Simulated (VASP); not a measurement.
Runs of VASP 6.6.1 on C. The structure is that of space group Fd-3m (No. 227), or close to it. The cells are those of the table. 

```csv
task,level,potentials or basis,cell,cutoff (eV),second run,gap on the mesh (eV),pressure (GPa)
electric field gradients,r2SCAN,"VASP PAW PBE potentials, release 64 (C)","a = 2.522 Å, angles 60.0°, 2 atoms",520,-,4.33,-1.4
single point,PBE,"VASP PAW PBE potentials, release 64 (C)","a = 2.547 Å, angles 60.0°, 2 atoms",520,-,4.07,-10.0
electric field gradients,PBEsol,"VASP PAW PBE potentials, release 64 (C)","a = 2.522 Å, angles 60.0°, 2 atoms",520,-,4.00,-3.8
electric field gradients,r2SCAN,"VASP PAW PBE potentials, release 64 (C_h)","a = 2.522 Å, angles 60.0°, 2 atoms",910,hard_potentials,4.36,-3.3
single point,PBE,"VASP PAW PBE potentials, release 64 (C)","a = 2.497 Å, angles 60.0°, 2 atoms",520,-,4.20,(a)
single point,PBE,"VASP PAW PBE potentials, release 64 (C)","a = 2.572 Å, angles 60.0°, 2 atoms",520,-,4.01,-20.8
single point,PBE,"VASP PAW PBE potentials, release 64 (C)","a = 2.471 Å, angles 60.0°, 2 atoms",520,-,4.27,(b)
electric field gradients,PBEsol,"VASP PAW PBE potentials, release 64 (C_h)","a = 2.522 Å, angles 60.0°, 2 atoms",910,hard_potentials,4.01,-4.8
```

Alike in all rows: no spin polarisation; k mesh 16 × 16 × 16; smearing fermi-dirac 0.03 eV.

**Question.** Estimate the missing entries.

**Answer.** (a) 16.7; (b) 32.9.

Caveats: the PAW data sets were made with another functional, which shifts forces and pressure a little (some runs); the cutoff is under 1.25 times the usual one of these potentials, so pressure, stress and relaxed cells hold a basis-set (Pulay) error (some runs).

A k mesh can miss the band edges.
